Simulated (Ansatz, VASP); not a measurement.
# One calculation of WS2, two programs

File INCAR:

```
ALGO = Normal
EDIFF = 1E-6
EDIFFG = -0.005
ENCUT = 600
GGA = CA
IBRION = 2
ISIF = 3
ISMEAR = 0
LASPH = True
LCHARG = False
LREAL = False
LWAVE = False
NELM = 80
NSW = 100
PREC = Accurate
SIGMA = 0.02
```

Contents of KPOINTS:

```
k-points
0
Gamma
  12 12 4
```

The input POSCAR:

```
WS2
1.0
    3.1268625368      0.0000000000      0.0000000000
   -1.5634312684      2.7079423910      0.0000000000
    0.0000000000      0.0000000000     12.1650102507
W S
2 4
Direct
    0.3333333333      0.6666666667      0.2500000000
    0.6666666667      0.3333333333      0.7500000000
    0.3333333333      0.6666666667      0.6215636346
    0.6666666667      0.3333333333      0.1215636346
    0.3333333333      0.6666666667      0.8784363654
    0.6666666667      0.3333333333      0.3784363654
```

Input for Ansatz:

```yaml
crystal:
  lattice:
    - [3.1268625373, 0.0, 0.0]
    - [-1.5634312687, 2.7079423915, 0.0]
    - [0.0, 0.0, 12.1650102273]
  atoms:
    - { symbol: W, position: [0.3333333333, 0.6666666667, 0.25] }
    - { symbol: W, position: [0.6666666667, 0.3333333333, 0.75] }
    - { symbol: S, position: [0.3333333333, 0.6666666667, 0.6215636344] }
    - { symbol: S, position: [0.6666666667, 0.3333333333, 0.1215636344] }
    - { symbol: S, position: [0.3333333333, 0.6666666667, 0.8784363656] }
    - { symbol: S, position: [0.6666666667, 0.3333333333, 0.3784363656] }
basis:
  ecutwfc: 420
kpoints:
  mp_grid: { grid: [12, 12, 4] }
hamiltonian:
  xc: lda
scf:
  occupations: { method: gaussian, width: 0.02 }
output:
  forces: true
  stress: true
  eigenvalues: true
relax:
  adjacent_minimum: "off"
  f_tol: 0.005
  max_steps: 80
  cell: { stress_tol: 0.05 }
```

Alike in both runs: task relaxation of cell and atoms; functional LDA; k mesh 12 × 12 × 4; occupations gaussian, width 0.02 eV; no spin polarisation.

|  | VASP | Ansatz |
| --- | --- | --- |
| version | VASP 6.6.1 | Ansatz 0.2.0 |
| potentials or method | VASP PAW LDA potentials, release 64 (W_sv, S), cutoff 600 eV | scalar-relativistic, plane waves, PAW |
| valence electrons in the cell | 52 | 52 |

```tsv
	VASP	Ansatz	Ansatz less VASP
gap on the k mesh at the Fermi level, each at its own relaxed structure (eV)	0.85	0.84	-0.014
relaxed volume (Å³/atom)	17.20	17.16	-0.048
relaxed length of the cell vector where the two differ most in proportion (Å)	12.167	12.156	-0.0115
```

LDA's correlation is that of Perdew and Zunger in VASP and of Perdew and Wang (1992) in Ansatz.

Spin-orbit coupling is off throughout.
